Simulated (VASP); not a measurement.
# SiP5 (R-3m) in VASP: single point with PBE

Aim: the single point of SiP5 with PBE.

Program: VASP 6.6.1. These are calculated values, not measurements. Logs are shortened: lines on timing, memory, paths and dates and some standing lists are left out, and cuts for length are marked.

## 1. The cell of the first run

It takes space group R-3m (No. 166, trigonal). The conventional cell has a = 7.808 Å, b = 7.808 Å, c = 6.919 Å, α = 90.00°, β = 90.00°, γ = 120.00°. Si (site symmetry -3m) has 2 P at 2.25 Å within 3.0 Å. P (site symmetry 2/m) has 2 P at 2.25 Å within 3.0 Å. P (site symmetry 3m) has 1 Si at 2.25 Å and 4 P at 2.25 to 2.43 Å within 3.0 Å.

## 2. Single point, PBE

Contents of INCAR:

```
PREC = Accurate ; ENCUT = 500
EDIFF = 1E-6 ; ISMEAR = 0
SIGMA = 0.2 ; LREAL = False
LASPH = True ; NELM = 120
ALGO = Normal ; ISIF = 2
LWAVE = False ; LCHARG = False
GGA = PE ; NBANDS = 24
GGA_COMPAT = False
```

Contents of KPOINTS:

```
Automatic mesh
0
Gamma
  3 3 3
```

Contents of POSCAR:

```
SiP5
1.0
    3.9040358584      2.2539961538      2.3063224719
   -3.9040358584      2.2539961538      2.3063224719
    0.0000000000     -4.5079923076      2.3063224719
Si P
1 5
Direct
    0.5000000000      0.5000000000      0.5000000000
    0.0000000000      0.0000000000      0.5000000000
    0.5000000000      0.0000000000      0.0000000000
    0.0000000000      0.5000000000      0.0000000000
    0.1752497549      0.1752497549      0.1752497549
    0.8247502451      0.8247502451      0.8247502451
```

Potentials or basis: VASP PAW PBE potentials, release 64 (Si, P).

Started as:

```sh
> cat potpaw_PBE.64/Si/POTCAR potpaw_PBE.64/P/POTCAR > POTCAR
> mpirun -np 1 vasp_std > vasp.out
```

OUTCAR:

```text
PREC = Accurate
   ENCUT = 500
   EDIFF = 1E-6
   ISMEAR = 0
   LREAL = False
   LASPH = True
   NELM = 120
   ISIF = 2
   GGA = PE

 ion  position               nearest neighbor table
   1  0.500  0.500  0.500-   5 2.25   6 2.25
   2  0.000  0.000  0.500-   5 2.25   6 2.25
   3  0.500  0.000  0.000-   5 2.25   6 2.25
   4  0.000  0.500  0.000-   5 2.25   6 2.25
   5  0.175  0.175  0.175-   1 2.25   3 2.25   4 2.25   2 2.25   6 2.43
   6  0.825  0.825  0.825-   1 2.25   3 2.25   4 2.25   2 2.25   5 2.43

  LATTYP: Found a trigonal (rhomboedric) cell.
 ALAT       =     5.0637059541
 COS(alpha) =    -0.1888324050

  Lattice vectors:

 A1 = (   3.9040358584,   2.2539961538,   2.3063224719)
 A2 = (  -3.9040358584,   2.2539961538,   2.3063224719)
 A3 = (   0.0000000000,  -4.5079923076,   2.3063224719)

Analysis of symmetry for initial positions (statically):
=====================================================================
 Subroutine PRICEL returns:
 Original cell was already a primitive cell.

 Routine SETGRP: Setting up the symmetry group for a
 trigonal (rhombohedral) supercell.

 Subroutine GETGRP returns: Found 12 space group operations
 (whereof 12 operations were pure point group operations)
 out of a pool of 12 trial point group operations.

The static configuration has the point symmetry D_3d.

Analysis of symmetry for dynamics (positions and initial velocities):
=====================================================================
 Subroutine PRICEL returns:
 Original cell was already a primitive cell.

 Routine SETGRP: Setting up the symmetry group for a
 trigonal (rhombohedral) supercell.

 Subroutine GETGRP returns: Found 12 space group operations
 (whereof 12 operations were pure point group operations)
 out of a pool of 12 trial point group operations.

The dynamic configuration has the point symmetry D_3d.

 Subroutine INISYM returns: Found 12 space group operations
 (whereof 12 operations are pure point group operations),
 and found     1 'primitive' translations

----------------------------------------------------------------------------------------

                                     Primitive cell

  volume of cell :     121.7694

  direct lattice vectors                    reciprocal lattice vectors
     3.904035858  2.253996154  2.306322472     0.128072594  0.073942747  0.144530237
    -3.904035858  2.253996154  2.306322472    -0.128072594  0.073942747  0.144530237
     0.000000000 -4.507992308  2.306322472     0.000000000 -0.147885493  0.144530237

  length of vectors
     5.063705954  5.063705954  5.063705954     0.206782757  0.206782757  0.206782757

  position of ions in fractional coordinates (direct lattice)
     0.500000000  0.500000000  0.500000000
     0.000000000  0.000000000  0.500000000
     0.500000000  1.000000000  0.000000000
     1.000000000  0.500000000  0.000000000
     0.175249755  0.175249755  0.175249755
     0.824750245  0.824750245  0.824750245

  ion indices of the primitive-cell ions
   primitive index   ion index
                 1           1
                 2           2
                 3           3
                 4           4
                 5           5
                 6           6

----------------------------------------------------------------------------------------

 KPOINTS: Automatic mesh

Automatic generation of k-mesh.
 Grid dimensions read from file:
 generate k-points for:    3    3    3

 Generating k-lattice:

  Cartesian coordinates                     Fractional coordinates (reciprocal lattice)
     0.042690865  0.024647582  0.048176746     0.333333333 -0.000000000 -0.000000000
    -0.042690865  0.024647582  0.048176746    -0.000000000  0.333333333 -0.000000000
     0.000000000 -0.049295164  0.048176746    -0.000000000 -0.000000000  0.333333333

  Length of vectors
     0.068927586  0.068927586  0.068927586

  Shift w.r.t. Gamma in fractional coordinates (k-lattice)
     0.000000000  0.000000000  0.000000000

 Subroutine IBZKPT returns following result:
 ===========================================

 Found      6 irreducible k-points:

 Following reciprocal coordinates:
            Coordinates               Weight
  0.000000  0.000000  0.000000      1.000000
  0.333333  0.000000 -0.000000      6.000000
  0.333333  0.333333 -0.000000      6.000000
 -0.333333  0.333333  0.000000      6.000000
  0.333333  0.333333  0.333333      2.000000
 -0.333333  0.333333  0.333333      6.000000
   k-points           NKPTS =      6   k-points in BZ     NKDIM =      6   number of bands    NBANDS=     24
   number of dos      NEDOS =    301   number of ions     NIONS =      6
   total plane-waves  NPLWV =  64000
   dimension x,y,z NGX =    40 NGY =   40 NGZ =   40
   dimension x,y,z NGXF=    80 NGYF=   80 NGZF=   80
   ions per type =               1   5
   NGX,Y,Z   is equivalent  to a cutoff of  13.13, 13.13, 13.13 a.u.
   NGXF,Y,Z  is equivalent  to a cutoff of  26.26, 26.26, 26.26 a.u.
 SYSTEM =  unknown system
   PREC   = accura    normal or accurate (medium, high low for compatibility)
   ISTART =      0    job   : 0-new  1-cont  2-samecut
   ICHARG =      2    charge: 1-file 2-atom 10-const
   ISPIN  =      1    spin polarized calculation?
   LNONCOLLINEAR =      F non collinear calculations
   LSORBIT =      F    spin-orbit coupling
   LASPH  =      T    aspherical Exc in radial PAW
   ENCUT  =  500.0 eV  36.75 Ry    6.06 a.u.   9.23  9.23  9.23*2*pi/ulx,y,z
   NELM   =    120;   NELMIN=  2; NELMDL= -5     # of ELM steps
   EDIFF  = 0.1E-05   stopping-criterion for ELM
   LREAL  =      F    real-space projection
   EDIFFG = 0.1E-04   stopping-criterion for IOM
   NSW    =      0    number of steps for IOM
   IBRION =     -1    ionic relax: 0-MD 1-quasi-New 2-CG
   NFREE  =      0    steps in history (QN), initial steepest desc. (CG)
   ISIF   =      2    stress and relaxation
   ISYM   =      2    0-nonsym 1-usesym 2-fastsym
   POTIM  = 0.5000    time-step for ionic-motion
   TEBEG  =    0.0;   TEEND  =   0.0 temperature during run
   PSTRESS=    0.0 pullay stress
   NELECT =      29.0000    total number of electrons
   NUPDOWN=      -1.0000    fix difference up-down
   EMIN   =  10.00;   EMAX   =-10.00  energy-range for DOS
   EFERMI =   0.00;   METHOD = LEGACY
   ISMEAR =     0;   SIGMA  =   0.20  broadening in eV -4-tet -1-fermi 0-gaus
   EFERMI_NEDOS =   21; number of points for ismear=-14 and -15
   IALGO  =     38    algorithm
   IMIX   =      4    mixing-type and parameters
     AMIX     =   0.40;   BMIX     =  1.00
     AMIX_MAG =   1.60;   BMIX_MAG =  1.00
  volume/ion in A,a.u.               =      20.29       136.96
  Fermi-wavevector in a.u.,A,eV,Ry     =   1.014755  1.917610 14.010310  1.029729
  Thomas-Fermi vector in A             =   2.148002
   LORBIT       =      0    0 simple, 1 ext, 2 COOP (PROOUT), +10 PAW based schemes
   GGA     = PE    functional components
   LHFCALC =     F    Hartree Fock is set to
   AEXX    =    0.0000 exact exchange contribution
   IVDW    =     0    specifies the selected vdW correction
   LEPSILON=     F    determine dielectric tensor
   LRPA    =     F    only Hartree local field effects (RPA)
 non-spin polarized calculation
 Gauss-broadening in eV      SIGMA  =   0.20
  energy-cutoff  :      500.00
  volume of cell :      121.77
 maximum number of plane-waves:      3106
 NGX is ok and might be reduce to    40
   NGX = 19   NGY = 19   NGZ = 19

 number of electron      29.0000006 magnetization

 Free energy of the ion-electron system (eV)
  ---------------------------------------------------
  ext. energy  EPLUGINS =         0.00000000
  ---------------------------------------------------
  free energy    TOTEN  =       -26.59355854 eV

  energy without entropy =      -26.51644429  energy(sigma->0) =      -26.55500141

 E-fermi :   5.4103     XC(G=0):  -9.6135

 val. band max:        5.3013472931   @ k =   0.0000   0.0000   0.0000
 cond. band min:       5.4428690768   @ k =   0.3333   0.0000  -0.0000
 fundamental gap:      0.1415217837
 Fermi energy:         5.4102895826

 k-point     1 :       0.0000    0.0000    0.0000
  band No.  band energies     occupation
      1      -9.4840      2.00000
      2      -6.0010      2.00000
      3      -4.5390      2.00000
      4      -4.5390      2.00000
      5      -2.7583      2.00000
      6      -1.2287      2.00000
      7      -1.1836      2.00000
      8      -1.1836      2.00000
      9       1.9112      2.00000
     10       1.9112      2.00000
     11       3.1785      2.00000
     12       3.7918      2.00000
     13       4.6614      2.00000
     14       5.3013      1.55890
     15       5.3013      1.55890
     16       6.1375      0.00000
     17       6.1375      0.00000
     18       7.2170      0.00000
     19       7.9098      0.00000
     20       7.9098      0.00000
     21       9.9075      0.00000
     22       9.9075      0.00000
     23      11.4135      0.00000
     24      11.4135      0.00000

 k-point     2 :       0.3333    0.0000   -0.0000
  band No.  band energies     occupation
      1      -9.1061      2.00000
      2      -6.9794      2.00000
      3      -4.5365      2.00000
      4      -4.4368      2.00000
      5      -2.7375      2.00000
      6      -1.6824      2.00000
      7      -1.1452      2.00000
      8       0.5898      2.00000
      9       1.5877      2.00000
     10       2.4543      2.00000
     11       2.9051      2.00000
     12       3.2969      2.00000
     13       4.5738      2.00000
     14       4.7131      2.00000
     15       5.4429      0.81780
     16       5.8516      0.00181
     17       6.7009      0.00000
     18       7.2831      0.00000
     19       7.6702      0.00000
     20       7.8671      0.00000
     21       9.2366      0.00000
     22      10.6857      0.00000
     23      11.1512      0.00000
     24      11.8217      0.00000

 k-point     3 :       0.3333    0.3333   -0.0000
  band No.  band energies     occupation
      1      -8.7304      2.00000
      2      -7.1873      2.00000
      3      -5.6979      2.00000
      4      -4.1179      2.00000
      5      -2.6973      2.00000
      6      -1.7867      2.00000
      7      -0.0179      2.00000
      8       0.4042      2.00000
      9       1.7458      2.00000
     10       2.5218      2.00000
     11       2.8670      2.00000
     12       3.5281      2.00000
     13       4.6649      2.00000
     14       4.9815      1.99757
     15       5.4834      0.60526
     16       5.9454      0.00015
     17       6.2631      0.00000
     18       6.7279      0.00000
     19       7.1926      0.00000
     20       8.2536      0.00000
     21       9.4364      0.00000
     22      10.6911      0.00000
     23      10.8673      0.00000
     24      11.7009      0.00000

 k-point     4 :      -0.3333    0.3333    0.0000
  band No.  band energies     occupation
      1      -8.8778      2.00000
      2      -6.9332      2.00000
      3      -5.4438      2.00000
      4      -3.7615      2.00000
      5      -3.2458      2.00000
      6      -2.8191      2.00000
      7      -0.3196      2.00000
      8       1.8880      2.00000
      9       2.2180      2.00000
     10       2.8278      2.00000
     11       2.8578      2.00000
     12       3.6849      2.00000
     13       3.7484      2.00000
     14       4.0497      2.00000
     15       5.1641      1.91831
     16       6.4314      0.00000
     17       6.9097      0.00000
     18       7.2088      0.00000
     19       7.5426      0.00000
     20       7.9594      0.00000
     21       9.0938      0.00000
     22       9.9791      0.00000
     23      11.4400      0.00000
     24      12.0217      0.00000

 k-point     5 :       0.3333    0.3333    0.3333
  band No.  band energies     occupation
      1      -8.4946      2.00000
      2      -6.8687      2.00000
      3      -5.6377      2.00000
      4      -5.6377      2.00000
      5      -3.0949      2.00000
      6      -0.2371      2.00000
      7      -0.2371      2.00000
      8       0.0081      2.00000
      9       2.6279      2.00000
     10       2.6279      2.00000
     11       3.4529      2.00000
     12       4.1461      2.00000
     13       5.0698      1.98396
     14       5.0698      1.98396
     15       5.2954      1.58330
     16       5.2954      1.58330
     17       5.8737      0.00105
     18       6.2109      0.00000
     19       7.2209      0.00000
     20       7.2209      0.00000
     21       8.6066      0.00000
     22      12.1594      0.00000
     23      12.1985      0.00000
     24      12.2764      0.00000

 k-point     6 :      -0.3333    0.3333    0.3333
  band No.  band energies     occupation
      1      -8.4804      2.00000
      2      -7.2139      2.00000
      3      -5.5800      2.00000
      4      -5.0647      2.00000
      5      -2.6348      2.00000
      6      -1.3341      2.00000
      7      -0.4258      2.00000
      8       0.3859      2.00000
      9       1.4101      2.00000
     10       1.9581      2.00000
     11       3.1064      2.00000
     12       4.6690      2.00000
     13       5.0867      1.97788
     14       5.1339      1.94934
     15       5.9121      0.00039
     16       6.2701      0.00000
     17       7.2737      0.00000
     18       7.4070      0.00000
     19       7.7189      0.00000
     20       8.0017      0.00000
     21       9.1985      0.00000
     22      10.2849      0.00000
     23      10.6249      0.00000
     24      10.9548      0.00000

------------------------ aborting loop because EDIFF is reached ----------------------------------------

  FORCE on cell =-STRESS in cart. coord.  units (eV):
  Direction    XX          YY          ZZ          XY          YZ          ZX
  --------------------------------------------------------------------------------------
  -------------------------------------------------------------------------------------
  Total        0.1046857      0.1046857     -0.0735699      0.0000000     -0.0000000      0.0000000
  in kB        1.3773983      1.3773983     -0.9679935      0.0000000     -0.0000000      0.0000000
  external PRESSURE =       0.5956010 kB  Pullay stress =       0.0000000 kB

 VOLUME and BASIS-vectors are now :
 -----------------------------------------------------------------------------
  energy-cutoff  :      500.00
  volume of cell :      121.77
      direct lattice vectors                 reciprocal lattice vectors
     3.904035858  2.253996154  2.306322472     0.128072594  0.073942747  0.144530237
    -3.904035858  2.253996154  2.306322472    -0.128072594  0.073942747  0.144530237
     0.000000000 -4.507992308  2.306322472     0.000000000 -0.147885493  0.144530237

 POSITION                                       TOTAL-FORCE (eV/Angst)
 -----------------------------------------------------------------------------------
      0.00000      0.00000      3.45948        -0.000000     -0.000000      0.000000
      0.00000     -2.25400      1.15316         0.000000     -0.000000      0.000000
      1.95202      1.12700      1.15316        -0.000000     -0.000000      0.000000
     -1.95202      1.12700      1.15316        -0.000000     -0.000000      0.000000
      0.00000      0.00000      1.21255        -0.000000     -0.000000      0.037821
      0.00000      0.00000      5.70642        -0.000000      0.000000     -0.037821
 -----------------------------------------------------------------------------------
    total drift:                               -0.000000      0.000000      0.000000

  FREE ENERGIE OF THE ION-ELECTRON SYSTEM (eV)
  ---------------------------------------------------
  free  energy   TOTEN  =       -26.5935585352 eV

  energy  without entropy=      -26.5164442888  energy(sigma->0) =      -26.55500141
```

Run time: 34 s. Hardware: 1 thread of Intel Xeon 8259CL, shared host; peak memory 0.23 GiB.

What came out:

| Item | Value |
| --- | --- |
| Free energy | -26.5936 eV |
| Pressure | 0.1 GPa |
| Largest force | 0.038 eV/Å |

Forces on the atoms (eV/Å):
```
Si   0.000  0.000  0.000
P    0.000  0.000  0.000
P    0.000  0.000  0.000
P    0.000  0.000  0.000
P    0.000  0.000  0.038
P    0.000  0.000 -0.038
```

Levels at points of the mesh, in eV from the Fermi level:
| k point | band 11 | band 12 | band 13 | band 14 | band 15 | band 16 | band 17 | band 18 |
| --- | --- | --- | --- | --- | --- | --- | --- | --- |
| (0.00, 0.00, 0.00) | -2.23 | -1.62 | -0.75 | -0.11 | -0.11 | 0.73 | 0.73 | 1.81 |

Caveat: the k points lie up to 0.43 Å⁻¹ apart.
